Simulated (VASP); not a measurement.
**CaO: single point with PBE**

The system is CaO.

```
CELL_PARAMETERS angstrom
-3.87923 3.87923 2.34743
3.87923 -3.87923 2.34743
3.87923 3.87923 -2.34743
ATOMIC_POSITIONS crystal
Ca 0.85168 0.35168 0.20336
Ca 0.14832 0.64832 0.79664
Ca 0.35168 0.14832 0.50000
Ca 0.64832 0.85168 0.50000
O 0.85315 0.64685 0.50000
O 0.14685 0.35315 0.50000
O 0.35315 0.85315 0.20630
O 0.64685 0.14685 0.79370
```

- Program: VASP 6.6.1
- Task: single point
- Functional: PBE
- Potentials or basis: VASP PAW PBE potentials, release 64 (Ca_sv, O)
- Cutoff: 520 eV
- k mesh: 8 × 8 × 8
- Occupations: gaussian, width 0.02 eV
- Spin: no spin polarisation
- Dipole correction: no
- Further INCAR settings: ALGO = Normal; EDIFF = 1e-06; NBANDS = 42

```json
{
 "Pressure": "5.8 GPa",
 "Largest force": "0.015 eV/Å",
 "Band gap on the k mesh": "2.37 eV"
}
```

Forces on the atoms (eV/Å):
```
Ca  -0.006 -0.006  0.000
Ca   0.006  0.006  0.000
Ca   0.006 -0.006  0.000
Ca  -0.006  0.006  0.000
O    0.011 -0.011  0.000
O   -0.011  0.011  0.000
O   -0.011 -0.011  0.000
O    0.011  0.011  0.000
```

Stress tensor (GPa, compression positive):
```
5.77 0.00 0.00
0.00 5.77 0.00
0.00 0.00 5.88
```

Levels at points of the mesh, in eV from the valence-band top:
| k point | band 30 | band 31 | band 32 | band 33 | band 34 | band 35 |
| --- | --- | --- | --- | --- | --- | --- |
| (0.00, 0.00, 0.00) | -0.75 | -0.37 | 0.00 | 2.37 | 4.31 | 5.98 |
| (0.50, 0.00, 0.00) | -1.04 | -0.72 | -0.72 | 4.59 | 4.59 | 6.35 |
| (0.50, 0.50, 0.00) | -0.48 | -0.44 | -0.33 | 3.91 | 5.01 | 5.07 |
| (0.50, 0.50, 0.50) | -0.45 | -0.45 | -0.15 | 3.68 | 4.02 | 5.94 |

Wall time 3.4 min on 1 thread of Intel(R) Xeon(R) 6975P-C (Granite Rapids) (shared host), peak memory 0.48 GiB.

Caveat: the cell stands under pressure. A k mesh can miss the band edges.
